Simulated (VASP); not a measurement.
# NbTe: single point with PBEsol

NbTe:

```
Te Nb
1.0
     3.70297    0.00000    0.00000
    -1.85149    3.20687    0.00000
     0.00000    0.00000    3.69421
Te Nb
1 1
Direct
  0.66667 0.33333 0.00000
  0.00000 0.00000 0.50000
```

```json
{"Program": "VASP 6.6.1", "Task": "single point", "Functional": "PBEsol", "Potentials or basis": "VASP PAW PBE potentials, release 64 (Te, Nb_sv)", "Cutoff": "520 eV", "k mesh": "8 × 8 × 7", "Occupations": "fermi-dirac, width 0.05 eV", "Spin": "no spin polarisation", "Dipole correction": "no", "Further INCAR settings": "ALGO = Normal; EDIFF = 1e-06; NBANDS = 16"}
```

| Property | Result |
| --- | --- |
| Pressure | -5.3 GPa |
| Band gap on the k mesh | zero (an odd number of electrons rules out a gap without spin polarisation) |

Levels at points of the mesh, in eV from the Fermi level:
```csv
k point,band 8,band 9,band 10,band 11,band 12,band 13
"(0.00, 0.00, 0.00)",-3.02,-2.35,0.13,0.13,2.44,2.44
"(0.50, 0.00, 0.00)",-2.66,-2.60,-0.20,1.23,1.49,3.02
```

Run time: 37 s on 1 thread of Intel Xeon 8259CL (shared host), peak memory 0.17 GiB.

Caveat: the cell stands under tension; the PAW data sets were made with another functional, which shifts forces and pressure a little; spin-orbit coupling is left out, which moves the levels of the heavy elements.
